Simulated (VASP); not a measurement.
# AlN (Cmcm) in VASP: further runs

AlN is run at these levels: PBE, r2SCAN; tasks: single point.

Program: VASP 6.6.1. These are calculated values, not measurements. Logs are shortened: lines on timing, memory, paths and dates and some standing lists are left out, and cuts for length are marked.

### Step 1. The cell of the first run

The structure is orthorhombic, space group Cmcm (No. 63). Conventional cell: a = 2.695 Å, b = 4.907 Å, c = 4.841 Å, α = 90.00°, β = 90.00°, γ = 90.00°. Within 2.8 Å of Al (site symmetry 2/m) lie 6 N at 1.98 to 2.04 Å and 8 Al at 2.42 to 2.80 Å. N (site symmetry m2m) has 6 Al at 1.98 to 2.04 Å and 12 N at 2.69 to 2.91 Å within 3.0 Å.

### Step 2. Single point, PBE (uniaxial x strain -4.9%)

File INCAR:

```
PREC = Accurate
ENCUT = 520
EDIFF = 1E-6
ISMEAR = -1
SIGMA = 0.02
LREAL = F
LASPH = T
NELM = 60
ALGO = Normal
ISIF = 2
LWAVE = F
LCHARG = F
GGA = PE
NBANDS = 16
```

File KPOINTS:

```
regular mesh
0
Gamma
  12 12 6
```

File POSCAR:

```
AlN
1.0
    2.6946098825      0.0000000000      0.0000000000
   -1.3473049412      2.4533227623      0.0000000000
    0.0000000000      0.0000000000      4.8410108402
Al N
2 2
Direct
    0.0000000000      0.0000000000      0.0000000000
    0.0000000000      0.0000000000      0.5000000000
    0.3354838640      0.6709677280      0.2500000000
    0.6645161360      0.3290322720      0.7500000000
```

Potentials or basis: VASP PAW PBE potentials, release 64 (Al, N).

Run with:

```bash
$ cat potpaw_PBE.64/Al/POTCAR potpaw_PBE.64/N/POTCAR > POTCAR
$ mpirun -np 1 vasp_std > vasp.out
```

OUTCAR:

```text
PREC = Accurate
   ENCUT = 520
   EDIFF = 1E-6
   ISMEAR = -1
   LREAL = F
   LASPH = T
   NELM = 60
   ISIF = 2
   GGA = PE

 ion  position               nearest neighbor table
   1  0.000  0.000  0.000-   3 1.98   4 1.98   4 1.98   3 1.98   4 2.04   3 2.04   2 2.42   2 2.42

   2  0.000  0.000  0.500-   3 1.98   4 1.98   4 1.98   3 1.98   4 2.04   3 2.04   1 2.42   1 2.42

   3  0.335  0.671  0.250-   1 1.98   2 1.98   1 1.98   2 1.98   1 2.04   2 2.04
   4  0.665  0.329  0.750-   1 1.98   2 1.98   1 1.98   2 1.98   1 2.04   2 2.04

  LATTYP: Found a base centered orthorhombic cell.
 ALAT       =     2.6946098825
 B/A-ratio  =     1.8209112779
 C/A-ratio  =     1.7965535092

  Lattice vectors:

 A1 = (   1.3473049412,  -2.4533227623,   0.0000000000)
 A2 = (   1.3473049413,   2.4533227623,   0.0000000000)
 A3 = (   0.0000000000,   0.0000000000,   4.8410108402)

Analysis of symmetry for initial positions (statically):
=====================================================================
 Subroutine PRICEL returns:
 Original cell was already a primitive cell.

 Routine SETGRP: Setting up the symmetry group for a
 base centered orthorhombic supercell.

 Subroutine GETGRP returns: Found  8 space group operations
 (whereof  4 operations were pure point group operations)
 out of a pool of  8 trial point group operations.

The static configuration has the point symmetry C_2h.
 The point group associated with its full space group is D_2h.

Analysis of symmetry for dynamics (positions and initial velocities):
=====================================================================
 Subroutine PRICEL returns:
 Original cell was already a primitive cell.

 Routine SETGRP: Setting up the symmetry group for a
 base centered orthorhombic supercell.

 Subroutine GETGRP returns: Found  8 space group operations
 (whereof  4 operations were pure point group operations)
 out of a pool of  8 trial point group operations.

The dynamic configuration has the point symmetry C_2h.
 The point group associated with its full space group is D_2h.

 Subroutine INISYM returns: Found  8 space group operations
 (whereof  4 operations are pure point group operations),
 and found     1 'primitive' translations

----------------------------------------------------------------------------------------

                                     Primitive cell

  volume of cell :      32.0027

  direct lattice vectors                    reciprocal lattice vectors
[... 88 lines left out ...]
   LASPH  =      T    aspherical Exc in radial PAW
   ENCUT  =  520.0 eV  38.22 Ry    6.18 a.u.   5.01  5.20  9.00*2*pi/ulx,y,z
   NELM   =     60;   NELMIN=  2; NELMDL= -5     # of ELM steps
   EDIFF  = 0.1E-05   stopping-criterion for ELM
   LREAL  =      F    real-space projection
   EDIFFG = 0.1E-04   stopping-criterion for IOM
   NSW    =      0    number of steps for IOM
   IBRION =     -1    ionic relax: 0-MD 1-quasi-New 2-CG
   NFREE  =      0    steps in history (QN), initial steepest desc. (CG)
   ISIF   =      2    stress and relaxation
   ISYM   =      2    0-nonsym 1-usesym 2-fastsym
   POTIM  = 0.5000    time-step for ionic-motion
   TEBEG  =    0.0;   TEEND  =   0.0 temperature during run
   PSTRESS=    0.0 pullay stress
   NELECT =      16.0000    total number of electrons
   NUPDOWN=      -1.0000    fix difference up-down
   EMIN   =  10.00;   EMAX   =-10.00  energy-range for DOS
   EFERMI =   0.00;   METHOD = LEGACY
   ISMEAR =    -1;   SIGMA  =   0.02  broadening in eV -4-tet -1-fermi 0-gaus
   EFERMI_NEDOS =   21; number of points for ismear=-14 and -15
   IALGO  =     38    algorithm
   IMIX   =      4    mixing-type and parameters
     AMIX     =   0.40;   BMIX     =  1.00
     AMIX_MAG =   1.60;   BMIX_MAG =  1.00
  volume/ion in A,a.u.               =       8.00        53.99
  Fermi-wavevector in a.u.,A,eV,Ry     =   1.299329  2.455377 22.970131  1.688257
  Thomas-Fermi vector in A             =   2.430600
   LORBIT       =      0    0 simple, 1 ext, 2 COOP (PROOUT), +10 PAW based schemes
   GGA     = PE    functional components
   LHFCALC =     F    Hartree Fock is set to
   AEXX    =    0.0000 exact exchange contribution
   IVDW    =     0    specifies the selected vdW correction
   LEPSILON=     F    determine dielectric tensor
   LRPA    =     F    only Hartree local field effects (RPA)
 non-spin polarized calculation
  energy-cutoff  :      520.00
  volume of cell :       32.00
 maximum number of plane-waves:       880
   NGX =  9   NGY = 11   NGZ = 19

 number of electron      16.0000000 magnetization

 Free energy of the ion-electron system (eV)
  ---------------------------------------------------
  ext. energy  EPLUGINS =         0.00000000
  ---------------------------------------------------
  free energy    TOTEN  =       -28.21343543 eV

  energy without entropy =      -28.21343543  energy(sigma->0) =      -28.21343543

 E-fermi :  11.1773     XC(G=0): -12.4173

 val. band max:       10.8016894559   @ k =   0.0000   0.0000   0.0000
 cond. band min:      15.3704966813   @ k =   0.0000   0.5000   0.3333
 fundamental gap:      4.5688072254
 Fermi energy:        11.1773245636

 k-point     1 :       0.0000    0.0000    0.0000
  band No.  band energies     occupation
      1      -7.4990      2.00000
      2      -4.5109      2.00000
      3       1.3620      2.00000
      4       9.4964      2.00000
      5       9.6171      2.00000
      6       9.9749      2.00000
[... 433 lines left out ...]
      3       2.9191      2.00000
      4       4.4352      2.00000
      5       5.4779      2.00000
      6       6.2505      2.00000
[... 8 lines left out ...]
     15      23.4352      0.00000
     16      27.4586      0.00000

 [... further k-points ...]
[... 5 lines left out ...]
  --------------------------------------------------------------------------------------
  -------------------------------------------------------------------------------------
  Total        8.1649694      2.7140331      1.4525556      0.0000000     -0.0000000      0.0000000
  in kB      408.7695197    135.8748530     72.7204731      0.0000000     -0.0000000      0.0000000
  external PRESSURE =     205.7882819 kB  Pullay stress =       0.0000000 kB

 VOLUME and BASIS-vectors are now :
 -----------------------------------------------------------------------------
  energy-cutoff  :      520.00
  volume of cell :       32.00
      direct lattice vectors                 reciprocal lattice vectors
     2.694609882  0.000000000  0.000000000     0.371111235  0.203805226  0.000000000
    -1.347304941  2.453322762  0.000000000     0.000000000  0.407610452  0.000000000
     0.000000000  0.000000000  4.841010840     0.000000000  0.000000000  0.206568428

 POSITION                                       TOTAL-FORCE (eV/Angst)
 -----------------------------------------------------------------------------------
      0.00000      0.00000      0.00000         0.000000      0.000000     -0.000000
      0.00000      0.00000      2.42051        -0.000000      0.000000     -0.000000
      0.00000      1.64610      1.21025        -0.000000     -0.041984      0.000000
      1.34730      0.80722      3.63076         0.000000      0.041984     -0.000000
 -----------------------------------------------------------------------------------
    total drift:                                0.000000     -0.000000      0.000000

  FREE ENERGIE OF THE ION-ELECTRON SYSTEM (eV)
  ---------------------------------------------------
  free  energy   TOTEN  =       -28.2134354350 eV

  energy  without entropy=      -28.2134354350  energy(sigma->0) =      -28.21343543
```

OSZICAR:

```text
N       E                     dE             d eps       ncg     rms          rms(c)
DAV:   1     0.377110306029E+02    0.37711E+02   -0.72977E+03  5656   0.891E+02
DAV:   2    -0.290703735065E+02   -0.66781E+02   -0.61437E+02  7800   0.196E+02
DAV:   3    -0.316154807903E+02   -0.25451E+01   -0.25379E+01  6696   0.380E+01
DAV:   4    -0.316280970955E+02   -0.12616E-01   -0.12615E-01  7072   0.294E+00
DAV:   5    -0.316282331401E+02   -0.13604E-03   -0.13604E-03  6920   0.310E-01    0.108E+01
DAV:   6    -0.282465604285E+02    0.33817E+01   -0.64138E+00  6896   0.197E+01    0.383E+00
DAV:   7    -0.282275916535E+02    0.18969E-01   -0.54029E-01  6472   0.554E+00    0.271E+00
DAV:   8    -0.282165611703E+02    0.11030E-01   -0.39650E-02  6328   0.175E+00    0.520E-01
DAV:   9    -0.282132939925E+02    0.32672E-02   -0.65148E-03  7280   0.674E-01    0.205E-01
DAV:  10    -0.282134986404E+02   -0.20465E-03   -0.11948E-03  6544   0.241E-01    0.113E-01
DAV:  11    -0.282134350213E+02    0.63619E-04   -0.15678E-04  6720   0.100E-01    0.175E-02
DAV:  12    -0.282134354350E+02   -0.41372E-06   -0.67619E-06  6768   0.216E-02
   1 F= -.28213435E+02 E0= -.28213435E+02  d E =-.767826E-11
```

Run time: 66 s. Hardware: 1 thread of AMD EPYC 9R14 (Zen 4), shared host; peak memory 0.16 GiB.

Results:

```yaml
Free_energy: -28.2134 eV
Pressure: 20.6 GPa
Largest_force: 0.042 eV/Å
Band_gap_on_the_k_mesh: 4.57 eV (least direct gap 5.33 eV)
```

Forces on the atoms (eV/Å):
```
Al   0.000  0.000  0.000
Al   0.000  0.000  0.000
N    0.000 -0.042  0.000
N    0.000  0.042  0.000
```

Stress tensor (GPa, compression positive):
```
40.88  0.00  0.00
 0.00 13.59  0.00
 0.00  0.00  7.27
```

Levels at points of the mesh, in eV from the valence-band top:
```
           k point  band 5  band 6  band 7  band 8  band 9  band 10  band 11  band 12
(0.00, 0.00, 0.00)   -1.18   -0.83   -0.32    0.00    5.33     6.67     8.77    12.43
(0.50, 0.00, 0.00)   -5.65   -3.53   -3.04   -1.60    5.05     6.16     6.34    10.49
(0.00, 0.50, 0.00)   -5.82   -3.90   -2.32   -1.07    5.98     6.18     7.38    10.30
(0.00, 0.00, 0.50)   -0.83   -0.83   -0.43   -0.43    7.06     7.06    10.14    10.14
(0.50, 0.00, 0.50)   -3.29   -3.29   -2.39   -2.39    5.48     5.48     6.79     6.79
(0.00, 0.50, 0.50)   -3.24   -3.24   -1.75   -1.75    5.03     5.03     7.69     7.69
```

Caveat: the cell differs from its parent crystal (uniaxial x strain -4.9%); the cell stands under pressure.

### Step 3. Single point, r2SCAN (uniaxial x strain -4.9%)

POSCAR is that of step 2.

File INCAR.step1:

```
ALGO = Normal ; EDIFF = 1E-4
ENCUT = 520 ; GGA = PE
ISMEAR = 0 ; LASPH = T
LCHARG = F ; LREAL = F
LWAVE = T ; NBANDS = 16
NELM = 100 ; PREC = Accurate
SIGMA = 0.01
```

File INCAR.step2:

```
ALGO = Normal ; EDIFF = 1E-7
ENCUT = 520 ; ISIF = 2
ISMEAR = 0 ; ISTART = 1
LASPH = T ; LCHARG = T
LELF = T ; LMIXTAU = T
LREAL = F ; LVHAR = T
LWAVE = F ; METAGGA = R2SCAN
NBANDS = 16 ; NELM = 100
PREC = Accurate ; SIGMA = 0.01
```

File KPOINTS:

```
k-points
0
Gamma
  12 12 6
```

Potentials or basis: VASP PAW PBE potentials, release 64 (Al, N).

Run with:

```bash
$ cat potpaw_PBE.64/Al/POTCAR potpaw_PBE.64/N/POTCAR > POTCAR
$ cp INCAR.step1 INCAR
$ mpirun -np 1 vasp_std > vasp.out
$ cp INCAR.step2 INCAR
$ mpirun -np 1 vasp_std > vasp.out
```

It took 5.4 min on 1 thread of AMD EPYC 9R14 (Zen 4), shared host; peak memory 0.17 GiB.

Results (log left out):

```
Free energy            : -36.9361 eV
Pressure               : 13.8 GPa
Band gap on the k mesh : 5.32 eV (least direct gap 6.12 eV)
```

Forces in eV/Å, atoms in the order of the input:
```
Al   0.000  0.000  0.000
Al   0.000  0.000  0.000
N    0.000 -0.002  0.000
N    0.000  0.002  0.000
```

Stress tensor (GPa, compression positive):
```
35.78  0.00  0.00
 0.00  7.13  0.00
 0.00  0.00 -1.51
```

Levels at points of the mesh, in eV from the valence-band top:
| k point | band 6 | band 7 | band 8 | band 9 | band 10 | band 11 |
| --- | --- | --- | --- | --- | --- | --- |
| (0.00, 0.00, 0.00) | -0.89 | -0.33 | 0.00 | 6.12 | 7.42 | 9.41 |
| (0.50, 0.00, 0.00) | -3.60 | -3.15 | -1.70 | 5.73 | 7.01 | 7.09 |
| (0.00, 0.50, 0.00) | -3.96 | -2.40 | -1.15 | 6.68 | 6.99 | 8.19 |
| (0.00, 0.00, 0.50) | -0.88 | -0.46 | -0.46 | 7.84 | 7.84 | 11.10 |
| (0.50, 0.00, 0.50) | -3.41 | -2.49 | -2.49 | 6.26 | 6.26 | 7.51 |
| (0.00, 0.50, 0.50) | -3.37 | -1.83 | -1.83 | 5.77 | 5.77 | 8.47 |

Caveat: the cell differs from its parent crystal (uniaxial x strain -4.9%); the cell stands under pressure; the PAW data sets were made with another functional, which shifts forces and pressure a little. A k mesh can miss the band edges.
